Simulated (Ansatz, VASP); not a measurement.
**Zr: VASP beside Ansatz**

```
Zr
1.0
     3.17721    0.00000    0.00000
    -1.58860    2.75154    0.00000
     0.00000    0.00000    5.05975
Zr
2
Direct
  0.33333 0.66667 0.25000
  0.66667 0.33333 0.75000
```

Change from the starting cell: volume scaled by 0.95, PAW files.

Alike in both runs: task electric field gradients; functional PBEsol; k mesh 13 × 13 × 7; occupations fermi-dirac, width 0.08 eV; no spin polarisation.

|  | VASP | Ansatz |
| --- | --- | --- |
| version | VASP 6.6.1 | Ansatz 0.2.0 |
| potentials or method | VASP PAW PBE potentials, release 64 (Zr_sv) | PAW with Ansatz's default frozen-core files, scalar-relativistic |
| plane-wave cutoff (eV) | 520 | 420 |
| valence electrons in the cell | 24 | 24 |

VASP gave:

* pressure (GPa): 1.7
* traceless stress, the component that is largest in VASP (GPa): 0.76
* size of Vzz on the site where it differs most (V/Å²): 46.5

**Question.** What did Ansatz give for the same quantities?

**Answer.** Pressure (GPa): 1.7; traceless stress, the component that is largest in VASP (GPa): 0.76; size of Vzz on the site where it differs most (V/Å²): 47.0.

VASP's potentials were made for PBE, not for PBEsol. With one functional, cell and mesh, what is left measures potentials, basis and numerics.
